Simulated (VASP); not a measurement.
A run of VASP 6.6.1:

File INCAR:

```
PREC = Accurate
ENCUT = 520
EDIFF = 1E-7
ISMEAR = 0
SIGMA = 0.15
LREAL = False
LASPH = True
NELM = 60
ALGO = Normal
ISIF = 2
LWAVE = False
LCHARG = False
GGA = PS
NBANDS = 24
```

KPOINTS

```
Automatic mesh
0
Gamma
  12 12 12
```

File POSCAR:

```
TaF3
1.0
    3.7841640000      0.0000000000      0.0000000000
    0.0000000000      3.7841640000      0.0000000000
    0.0000000000      0.0000000000      3.8426820000
Ta F
1 3
Direct
    0.0000000000      0.0000000000      0.0000000000
    0.5000000000      0.0000000000      0.0000000000
    0.0000000000      0.5000000000      0.0000000000
    0.0000000000      0.0000000000      0.5000000000
```

Potentials or basis: VASP PAW PBE potentials, release 64 (Ta_pv, F).

Launch:

```console
$ cat potpaw_PBE.64/Ta_pv/POTCAR potpaw_PBE.64/F/POTCAR > POTCAR
$ mpirun -np 1 vasp_std > vasp.out
```

Hardware: 1 thread of Intel(R) Xeon(R) Platinum 8259CL CPU @ 2.50GHz (Skylake/Cascade Lake), on a shared host.

**Question.** Estimate the wall time of this run.

**Answer.** Run time: 3.2 min on 1 thread of Intel(R) Xeon(R) Platinum 8259CL CPU @ 2.50GHz (Skylake/Cascade Lake), on a shared host, peak memory 0.33 GiB. Counts: scf iterations 15, k points 196.
